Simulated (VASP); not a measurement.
# Ca (Fm-3m) in VASP: a series of runs

Aim: see how the results for Ca move with the level of theory and the settings. Levels: PBEsol, r2SCAN. Tasks: single point.

All numbers are computed with VASP 6.6.1; they aren't measurements. Logs are shortened: lines on timing, memory, paths and dates and some standing lists are left out, and cuts for length are marked.

## Step 1: The cell of the first run

It takes space group Fm-3m (No. 225, cubic). Conventional cell: a = 5.453 Å, b = 5.453 Å, c = 5.453 Å, α = 90.00°, β = 90.00°, γ = 90.00°. Ca (site symmetry m-3m) has 12 Ca at 3.86 Å within 5.1 Å.

## Step 2: Single point, PBEsol

File INCAR:

```
SYSTEM = Ca
PREC     = Accurate       ! precision mode
ENCUT    = 520            ! plane-wave cutoff, eV
EDIFF    = 1E-7           ! SCF threshold, eV
ISMEAR   = -1             ! smearing method
SIGMA    = 0.05           ! smearing width, eV
LREAL    = .FALSE.        ! projectors in reciprocal space
LASPH    = .TRUE.         ! aspherical terms in the spheres
NELM     = 100            ! most SCF steps
ALGO     = Normal         ! electronic algorithm
ISIF     = 2              ! what is computed and relaxed
LWAVE    = .FALSE.        ! write WAVECAR
LCHARG   = .FALSE.        ! write CHGCAR
GGA      = PS             ! functional
NBANDS   = 11             ! bands
```

File KPOINTS:

```
Automatic mesh
0
G
  8 8 8
  0 0 0
```

File POSCAR:

```
Ca
1.0
    0.0000000000      2.7264620000      2.7264620000
    2.7264620000      0.0000000000      2.7264620000
    2.7264620000      2.7264620000      0.0000000000
Ca
1
Direct
    0.0000000000      0.0000000000      0.0000000000
```

Potentials or basis: VASP PAW PBE potentials, release 64 (Ca_sv).

On the command line:

```console
$ cat potpaw_PBE.64/Ca_sv/POTCAR > POTCAR
$ mpirun -np 1 vasp_std > vasp.out
```

OUTCAR:

```text
SYSTEM = Ca
   PREC = Accurate
   ENCUT = 520
   EDIFF = 1E-7
   ISMEAR = -1
   LREAL = .FALSE.
   LASPH = .TRUE.
   NELM = 100
   ISIF = 2
   GGA = PS

 ion  position               nearest neighbor table
   1  0.000  0.000  0.000-

  LATTYP: Found a face centered cubic cell.
 ALAT       =     5.4529240000

  Lattice vectors:

 A1 = (   0.0000000000,   2.7264620000,   2.7264620000)
 A2 = (   2.7264620000,   0.0000000000,   2.7264620000)
 A3 = (   2.7264620000,   2.7264620000,   0.0000000000)

Analysis of symmetry for initial positions (statically):
=====================================================================
 Subroutine PRICEL returns:
 Original cell was already a primitive cell.

 Routine SETGRP: Setting up the symmetry group for a
 face centered cubic supercell.

 Subroutine GETGRP returns: Found 48 space group operations
 (whereof 48 operations were pure point group operations)
 out of a pool of 48 trial point group operations.

The static configuration has the point symmetry O_h .

Analysis of symmetry for dynamics (positions and initial velocities):
=====================================================================
 Subroutine PRICEL returns:
 Original cell was already a primitive cell.

 Routine SETGRP: Setting up the symmetry group for a
 face centered cubic supercell.

 Subroutine GETGRP returns: Found 48 space group operations
 (whereof 48 operations were pure point group operations)
 out of a pool of 48 trial point group operations.

The dynamic configuration has the point symmetry O_h .

 Subroutine INISYM returns: Found 48 space group operations
 (whereof 48 operations are pure point group operations),
 and found     1 'primitive' translations

----------------------------------------------------------------------------------------

                                     Primitive cell

  volume of cell :      40.5348

  direct lattice vectors                    reciprocal lattice vectors
     0.000000000  2.726462000  2.726462000    -0.183387848  0.183387848  0.183387848
     2.726462000  0.000000000  2.726462000     0.183387848 -0.183387848  0.183387848
     2.726462000  2.726462000  0.000000000     0.183387848  0.183387848 -0.183387848

  length of vectors
     3.855799538  3.855799538  3.855799538     0.317637071  0.317637071  0.317637071

  position of ions in fractional coordinates (direct lattice)
     0.000000000  0.000000000  0.000000000

  ion indices of the primitive-cell ions
   primitive index   ion index
                 1           1

----------------------------------------------------------------------------------------

 KPOINTS: Automatic mesh

Automatic generation of k-mesh.
 Grid dimensions read from file:
 generate k-points for:    8    8    8

 Generating k-lattice:

  Cartesian coordinates                     Fractional coordinates (reciprocal lattice)
    -0.022923481  0.022923481  0.022923481     0.125000000  0.000000000  0.000000000
     0.022923481 -0.022923481  0.022923481     0.000000000  0.125000000  0.000000000
     0.022923481  0.022923481 -0.022923481     0.000000000  0.000000000  0.125000000

  Length of vectors
     0.039704634  0.039704634  0.039704634

  Shift w.r.t. Gamma in fractional coordinates (k-lattice)
     0.000000000  0.000000000  0.000000000

 Subroutine IBZKPT returns following result:
 ===========================================

 Found     29 irreducible k-points:

 Following reciprocal coordinates:
            Coordinates               Weight
  0.000000  0.000000  0.000000      1.000000
  0.125000  0.000000  0.000000      8.000000
  0.250000  0.000000  0.000000      8.000000
  0.375000  0.000000  0.000000      8.000000
  0.500000  0.000000  0.000000      4.000000
  0.125000  0.125000  0.000000      6.000000
[... 16 lines left out ...]
  0.500000  0.250000  0.125000     48.000000
 -0.375000  0.250000  0.125000     24.000000
 [... further k-points ...]
   k-points           NKPTS =     29   k-points in BZ     NKDIM =     29   number of bands    NBANDS=     11
   number of dos      NEDOS =    301   number of ions     NIONS =      1
   total plane-waves  NPLWV =  27000
   dimension x,y,z NGX =    30 NGY =   30 NGZ =   30
   dimension x,y,z NGXF=    60 NGYF=   60 NGZF=   60
   ions per type =               1
   NGX,Y,Z   is equivalent  to a cutoff of  12.93, 12.93, 12.93 a.u.
   NGXF,Y,Z  is equivalent  to a cutoff of  25.87, 25.87, 25.87 a.u.
 SYSTEM =  Ca
   PREC   = accura    normal or accurate (medium, high low for compatibility)
   ISTART =      0    job   : 0-new  1-cont  2-samecut
   ICHARG =      2    charge: 1-file 2-atom 10-const
   ISPIN  =      1    spin polarized calculation?
   LNONCOLLINEAR =      F non collinear calculations
   LSORBIT =      F    spin-orbit coupling
   LASPH  =      T    aspherical Exc in radial PAW
   ENCUT  =  520.0 eV  38.22 Ry    6.18 a.u.   7.17  7.17  7.17*2*pi/ulx,y,z
   NELM   =    100;   NELMIN=  2; NELMDL= -5     # of ELM steps
   EDIFF  = 0.1E-06   stopping-criterion for ELM
   LREAL  =      F    real-space projection
   EDIFFG = 0.1E-05   stopping-criterion for IOM
   NSW    =      0    number of steps for IOM
   IBRION =     -1    ionic relax: 0-MD 1-quasi-New 2-CG
   NFREE  =      0    steps in history (QN), initial steepest desc. (CG)
   ISIF   =      2    stress and relaxation
   ISYM   =      2    0-nonsym 1-usesym 2-fastsym
   POTIM  = 0.5000    time-step for ionic-motion
   TEBEG  =    0.0;   TEEND  =   0.0 temperature during run
   PSTRESS=    0.0 pullay stress
   NELECT =      10.0000    total number of electrons
   NUPDOWN=      -1.0000    fix difference up-down
   EMIN   =  10.00;   EMAX   =-10.00  energy-range for DOS
   EFERMI =   0.00;   METHOD = LEGACY
   ISMEAR =    -1;   SIGMA  =   0.05  broadening in eV -4-tet -1-fermi 0-gaus
   EFERMI_NEDOS =   21; number of points for ismear=-14 and -15
   IALGO  =     38    algorithm
   IMIX   =      4    mixing-type and parameters
     AMIX     =   0.40;   BMIX     =  1.00
     AMIX_MAG =   1.60;   BMIX_MAG =  1.00
  volume/ion in A,a.u.               =      40.53       273.54
  Fermi-wavevector in a.u.,A,eV,Ry     =   1.026752  1.940279 14.343518  1.054219
  Thomas-Fermi vector in A             =   2.160661
   LORBIT       =      0    0 simple, 1 ext, 2 COOP (PROOUT), +10 PAW based schemes
   GGA     = PS    functional components
   LHFCALC =     F    Hartree Fock is set to
   AEXX    =    0.0000 exact exchange contribution
   IVDW    =     0    specifies the selected vdW correction
   LEPSILON=     F    determine dielectric tensor
   LRPA    =     F    only Hartree local field effects (RPA)
 non-spin polarized calculation
  energy-cutoff  :      520.00
  volume of cell :       40.53
 maximum number of plane-waves:      1106
 NGX is ok and might be reduce to    30
   NGX = 15   NGY = 15   NGZ = 15

 number of electron      10.0000002 magnetization

 Free energy of the ion-electron system (eV)
  ---------------------------------------------------
  ext. energy  EPLUGINS =         0.00000000
  ---------------------------------------------------
  free energy    TOTEN  =        -2.13951096 eV

  energy without entropy =       -2.12828025  energy(sigma->0) =       -2.13389561

 E-fermi :   2.0098     XC(G=0):  -7.9384

 val. band max:        1.9856387670   @ k =  -0.3750   0.2500   0.1250
 cond. band min:       2.0557163676   @ k =  -0.3750   0.3750   0.0000
 fundamental gap:      0.0700776006
 Fermi energy:         2.0098286883

 k-point     1 :       0.0000    0.0000    0.0000
  band No.  band energies     occupation
      1     -39.6916      2.00000
      2     -20.6783      2.00000
      3     -20.6783      2.00000
      4     -20.6783      2.00000
      5      -2.0557      2.00000
      6       4.4326      0.00000
      7       4.4326      0.00000
      8       4.4326      0.00000
      9       5.5651      0.00000
     10       5.5651      0.00000
     11      11.3532      0.00000

 k-point     2 :       0.1250    0.0000    0.0000
  band No.  band energies     occupation
      1     -39.6892      2.00000
      2     -20.7027      2.00000
      3     -20.6817      2.00000
      4     -20.6817      2.00000
      5      -1.7808      2.00000
      6       4.1449      0.00000
      7       4.5281      0.00000
      8       4.5281      0.00000
      9       5.4881      0.00000
     10       5.4881      0.00000
     11      11.5503      0.00000

 k-point     3 :       0.2500    0.0000    0.0000
  band No.  band energies     occupation
      1     -39.6832      2.00000
      2     -20.7609      2.00000
      3     -20.6896      2.00000
      4     -20.6896      2.00000
      5      -1.0025      2.00000
      6       3.4817      0.00000
      7       4.5747      0.00000
      8       4.5747      0.00000
      9       5.5743      0.00000
     10       5.5743      0.00000
     11       9.7171      0.00000

 k-point     4 :       0.3750    0.0000    0.0000
  band No.  band energies     occupation
      1     -39.6772      2.00000
      2     -20.8183      2.00000
      3     -20.6975      2.00000
      4     -20.6975      2.00000
      5       0.1216      2.00000
      6       2.6567      0.00000
      7       4.4042      0.00000
      8       4.4042      0.00000
      9       6.0249      0.00000
     10       6.0249      0.00000
     11       8.1231      0.00000
[... 239 lines left out ...]
 k-point    22 :       0.3750    0.2500    0.1250
  band No.  band energies     occupation
      1     -39.6788      2.00000
      2     -20.7752      2.00000
      3     -20.7195      2.00000
      4     -20.6998      2.00000
      5      -0.3519      2.00000
      6       3.2557      0.00000
      7       4.0527      0.00000
      8       5.0215      0.00000
      9       5.1578      0.00000
     10       6.1324      0.00000
     11       9.7452      0.00000

 k-point    23 :       0.5000    0.2500    0.1250
  band No.  band energies     occupation
      1     -39.6740      2.00000
      2     -20.8060      2.00000
      3     -20.7375      2.00000
      4     -20.7092      2.00000
      5       0.7106      2.00000
      6       2.7541      0.00000
      7       3.6244      0.00000
      8       4.8544      0.00000
      9       5.7513      0.00000
     10       6.5389      0.00000
     11       8.0973      0.00000

 k-point    24 :      -0.3750    0.2500    0.1250
  band No.  band energies     occupation
      1     -39.6720      2.00000
      2     -20.8193      2.00000
      3     -20.7432      2.00000
      4     -20.7143      2.00000
      5       1.7164      1.99436
      6       1.9856      1.23729
      7       3.5654      0.00000
      8       4.7533      0.00000
      9       6.1214      0.00000
     10       6.7154      0.00000
     11       7.2166      0.00000

 [... further k-points ...]
[... 5 lines left out ...]
  --------------------------------------------------------------------------------------
  -------------------------------------------------------------------------------------
  Total        0.0025684      0.0025684      0.0025684      0.0000000      0.0000000     -0.0000000
  in kB        0.1015172      0.1015172      0.1015172      0.0000000      0.0000000     -0.0000000
  external PRESSURE =       0.1015172 kB  Pullay stress =       0.0000000 kB

 VOLUME and BASIS-vectors are now :
 -----------------------------------------------------------------------------
  energy-cutoff  :      520.00
  volume of cell :       40.53
      direct lattice vectors                 reciprocal lattice vectors
     0.000000000  2.726462000  2.726462000    -0.183387848  0.183387848  0.183387848
     2.726462000  0.000000000  2.726462000     0.183387848 -0.183387848  0.183387848
     2.726462000  2.726462000  0.000000000     0.183387848  0.183387848 -0.183387848

 POSITION                                       TOTAL-FORCE (eV/Angst)
 -----------------------------------------------------------------------------------
      0.00000      0.00000      0.00000        -0.000000     -0.000000      0.000000
 -----------------------------------------------------------------------------------
    total drift:                               -0.000000     -0.000000      0.000000

  FREE ENERGIE OF THE ION-ELECTRON SYSTEM (eV)
  ---------------------------------------------------
  free  energy   TOTEN  =        -2.1395109594 eV

  energy  without entropy=       -2.1282802521  energy(sigma->0) =       -2.13389561
```

It took 26 s on 1 thread of Intel Xeon 8259CL, shared host; peak memory 0.17 GiB.

What came out:

| Quantity | Value |
| --- | --- |
| Free energy | -2.1395 eV |
| Pressure | 0.0 GPa |
| Band gap on the k mesh | zero (band 5 reaches 2.23 eV, above the bottom of band 6 at 1.93 eV) |

Caveat: the PAW data sets were made with another functional, which shifts forces and pressure a little.

## Step 3: Single point, r2SCAN

POSCAR is that of step 2.

File INCAR.step1:

```
SYSTEM = Ca
  ALGO = Normal
  EDIFF = 1E-4
  ENCUT = 520
  GGA = PE
  ISMEAR = -1
  LASPH = .TRUE.
  LCHARG = .FALSE.
  LREAL = .FALSE.
  LWAVE = .TRUE.
  NBANDS = 11
  NELM = 60
  PREC = Accurate
  SIGMA = 0.05
```

File INCAR.step2:

```
SYSTEM = Ca
  ALGO = Normal
  EDIFF = 1E-6
  ENCUT = 520
  ISIF = 2
  ISMEAR = -1
  ISTART = 1
  LASPH = .TRUE.
  LCHARG = .TRUE.
  LELF = .TRUE.
  LMIXTAU = .TRUE.
  LREAL = .FALSE.
  LVHAR = .TRUE.
  LWAVE = .FALSE.
  METAGGA = R2SCAN
  NBANDS = 11
  NELM = 60
  PREC = Accurate
  SIGMA = 0.05
```

File KPOINTS:

```
k-points
0
G
  8 8 8
  0 0 0
```

Potentials or basis: VASP PAW PBE potentials, release 64 (Ca_sv).

On the command line:

```console
$ cat potpaw_PBE.64/Ca_sv/POTCAR > POTCAR
$ cp INCAR.step1 INCAR
$ mpirun -np 1 vasp_std > vasp.out
$ cp INCAR.step2 INCAR
$ mpirun -np 1 vasp_std > vasp.out
```

OUTCAR:

```text
SYSTEM = Ca
   EDIFF = 1E-6
   ENCUT = 520
   ISIF = 2
   ISMEAR = -1
   ISTART = 1
   LASPH = .TRUE.
   LREAL = .FALSE.
   METAGGA = R2SCAN
   NELM = 60
   PREC = Accurate

 ion  position               nearest neighbor table
   1  0.000  0.000  0.000-

  LATTYP: Found a face centered cubic cell.
 ALAT       =     5.4529240000

  Lattice vectors:

 A1 = (   0.0000000000,   2.7264620000,   2.7264620000)
 A2 = (   2.7264620000,   0.0000000000,   2.7264620000)
 A3 = (   2.7264620000,   2.7264620000,   0.0000000000)

Analysis of symmetry for initial positions (statically):
[... 505 lines left out ...]
      4     -21.5711      2.00000
      5       1.9063      1.96242
      6       2.0322      1.61640
      7       3.9163      0.00000
      8       5.2257      0.00000
      9       6.6992      0.00000
     10       7.2734      0.00000
     11       7.9156      0.00000

 [... further k-points ...]
[... 5 lines left out ...]
  --------------------------------------------------------------------------------------
  -------------------------------------------------------------------------------------
  Total        0.3284364      0.3284364      0.3284364     -0.0000000     -0.0000000      0.0000000
  in kB       12.9817602     12.9817602     12.9817602     -0.0000000     -0.0000000      0.0000000
  external PRESSURE =      12.9817602 kB  Pullay stress =       0.0000000 kB

 VOLUME and BASIS-vectors are now :
 -----------------------------------------------------------------------------
  energy-cutoff  :      520.00
  volume of cell :       40.53
      direct lattice vectors                 reciprocal lattice vectors
     0.000000000  2.726462000  2.726462000    -0.183387848  0.183387848  0.183387848
     2.726462000  0.000000000  2.726462000     0.183387848 -0.183387848  0.183387848
     2.726462000  2.726462000  0.000000000     0.183387848  0.183387848 -0.183387848

 POSITION                                       TOTAL-FORCE (eV/Angst)
 -----------------------------------------------------------------------------------
      0.00000      0.00000      0.00000         0.000000      0.000000      0.000000
 -----------------------------------------------------------------------------------
    total drift:                               -0.000000     -0.000000      0.000000

  FREE ENERGIE OF THE ION-ELECTRON SYSTEM (eV)
  ---------------------------------------------------
  free  energy   TOTEN  =        -7.0230324273 eV

  energy  without entropy=       -7.0114245176  energy(sigma->0) =       -7.01722847
```

OUTCAR.step1:

```text
SYSTEM = Ca
   EDIFF = 1E-4
   ENCUT = 520
   GGA = PE
   ISMEAR = -1
   LASPH = .TRUE.
   LREAL = .FALSE.
[... 552 lines left out ...]
 -----------------------------------------------------------------------------------
      0.00000      0.00000      0.00000        -0.000000      0.000000      0.000000
 -----------------------------------------------------------------------------------
    total drift:                               -0.000000     -0.000000      0.000000

  FREE ENERGIE OF THE ION-ELECTRON SYSTEM (eV)
  ---------------------------------------------------
  free  energy   TOTEN  =        -1.9310583587 eV

  energy  without entropy=       -1.9197608639  energy(sigma->0) =       -1.92540961
```

OSZICAR.step1:

```text
N       E                     dE             d eps       ncg     rms          rms(c)
DAV:   1     0.669657664278E+02    0.66966E+02   -0.50738E+03   638   0.838E+02
DAV:   2    -0.291995243125E+00   -0.67258E+02   -0.66425E+02   713   0.212E+02
DAV:   3    -0.186676329772E+01   -0.15748E+01   -0.15465E+01   947   0.314E+01
DAV:   4    -0.194307816894E+01   -0.76315E-01   -0.76060E-01   810   0.497E+00
DAV:   5    -0.194433503159E+01   -0.12569E-02   -0.12564E-02   906   0.645E-01    0.216E+00
DAV:   6    -0.193445013344E+01    0.98849E-02   -0.11806E-02   801   0.117E+00    0.132E+00
DAV:   7    -0.193149026064E+01    0.29599E-02   -0.16819E-02   755   0.150E+00    0.102E-01
DAV:   8    -0.193104669165E+01    0.44357E-03   -0.19908E-03   748   0.425E-01    0.233E-02
DAV:   9    -0.193105835869E+01   -0.11667E-04   -0.79450E-05   666   0.808E-02
   1 F= -.19310584E+01 E0= -.19254096E+01  d E =-.112975E-01
```

Wall time 2 min (1 thread of Intel Xeon 8259CL, shared host); peak memory 0.17 GiB.

What came out:

| Property | Result |
| --- | --- |
| Free energy | -7.0230 eV |
| Pressure | 1.3 GPa |
| Band gap on the k mesh | zero (band 5 reaches 2.39 eV, above the bottom of band 6 at 1.91 eV) |

Caveat: the PAW data sets were made with another functional, which shifts forces and pressure a little.
